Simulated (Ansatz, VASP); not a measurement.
## Two plane-wave programs on AlC18

```
C Al
1.0
     7.39800    0.00000    0.00000
    -3.69900    6.40686    0.00000
     0.00000    0.00000   11.00000
C Al
18 1
Cartesian
  0.0139 0.0169 0.9782
  1.2547 0.7330 0.9780
  -1.2112 2.1482 0.9794
  0.0216 2.8600 0.9791
  -2.4444 4.2749 0.9782
  -1.2038 4.9914 0.9780
  2.4953 0.0169 0.9779
  3.7267 0.7279 0.9800
  1.2547 2.1550 0.9802
  2.4877 2.8599 0.9794
  0.0276 4.2803 0.9802
  1.2545 4.9957 0.9794
  4.9537 0.0125 0.9793
  6.1807 0.7279 0.9808
  3.7206 2.1481 0.9793
  4.9537 2.8531 0.9808
  2.4815 4.2802 0.9810
  3.7126 4.9910 0.9783
  1.2549 -0.6992 3.1625
```

Alike in both runs: functional PBE; dispersion D3(BJ); k mesh 2 × 2 × 1; occupations gaussian, width 0.05 eV; collinear spin.

Ansatz relaxed the structure, and its values are those at the end. VASP's run is a single point on that final structure, the one shown.

|  | VASP | Ansatz |
| --- | --- | --- |
| version | VASP 6.6.1 | Ansatz 0.2.0 |
| potentials or method | VASP PAW PBE potentials, release 64 (C, Al), cutoff 520 eV | scalar-relativistic, plane waves, PAW |
| valence electrons in the cell | 75 | 75 |

Ansatz gave:

```
rms of the force components (eV/Å) : 0.003
net moment per atom (μB)           : 0.00
```

**Question.** Estimate VASP's values.

**Answer.** rms of the force components (eV/Å): 0.005; net moment per atom (μB): 0.00.

Ansatz's warnings: dispersion switch in reach, filled band counts differ across k points, relaxed geometry near dispersion switch, seeded moment not kept.

The k mesh is coarse, so the values compare programs but aren't converged.
